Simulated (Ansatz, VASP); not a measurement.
## ZnS in VASP and in Ansatz

```
CELL_PARAMETERS angstrom
0.00000 2.70725 2.68018
2.70725 0.00000 2.68018
2.70725 2.70725 0.00000
ATOMIC_POSITIONS crystal
Zn 0.00000 0.00000 0.00000
S 0.25000 0.25000 0.25000
```

Change from the starting cell: z stretched by -1 %, ions relaxed.

Alike in both runs: functional PBE; k mesh 14 × 14 × 14; occupations fermi-dirac, width 0.02 eV; no spin polarisation.

Ansatz relaxed the structure, and its values are those at the end. VASP's run is a single point on that final structure, the one shown.

|  | VASP | Ansatz |
| --- | --- | --- |
| version | VASP 6.6.1 | Ansatz 0.2.0 |
| potentials or method | VASP PAW PBE potentials, release 64 (Zn, S) | plane-wave PAW, scalar-relativistic |
| plane-wave cutoff (eV) | 520 | 420 |
| valence electrons in the cell | 18 | 18 |

```csv
,VASP,Ansatz,Ansatz less VASP
gap on the k mesh at the Fermi level (eV),2.11,2.10,-0.005
pressure (GPa),2.1,1.9,-0.17
```

Ansatz's warnings: stress scf threshold loose.
